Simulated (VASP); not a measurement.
Crystal: K.

```
CELL_PARAMETERS angstrom
-2.69756 2.69756 2.69756
2.69756 -2.69756 2.69756
2.69756 2.69756 -2.69756
ATOMIC_POSITIONS crystal
K 0.00000 0.00000 0.00000
```

- Program: VASP 6.6.1
- Task: relaxation of cell and atoms
- Functional: PBE
- Dispersion: D3(BJ)
- Potentials or basis: VASP PAW PBE potentials, release 64 (K_sv)
- Cutoff: 600 eV
- k mesh: 7 × 7 × 7
- Occupations: fermi-dirac, width 0.05 eV
- Spin: no spin polarisation

At the start: pressure -0.4 GPa; volume 78.52 Å³/atom.

Problem. How do energy, volume and symmetry change on relaxing?

Solution. Over 5 steps the energy falls by 14.6 meV/atom and the volume is 68.84 Å³/atom (-12.3 %); space group Im-3m (No. 229, to 0.05 Å).

Step by step:
```
step  energy change (eV)  largest force (eV/Å)  pressure (GPa)  volume (Å³)
   1              0.0000                0.0000           -0.43        78.52
   2             -0.0059                0.0000           -0.35        76.14
   3             -0.0126                0.0000           -0.19        72.13
   4             -0.0110                0.0000            0.28        64.53
   5             -0.0146                0.0000           -0.01        68.84
```

Final structure:
```yaml
crystal:
  lattice:
    - [-2.58183, 2.58183, 2.58183]
    - [2.58183, -2.58183, 2.58183]
    - [2.58183, 2.58183, -2.58183]
  atoms:
    - { symbol: K, position: [0.00000, 0.00000, 0.00000] }
```

Caveat: pairwise dispersion overbinds metals, which lowers pressure and volume.
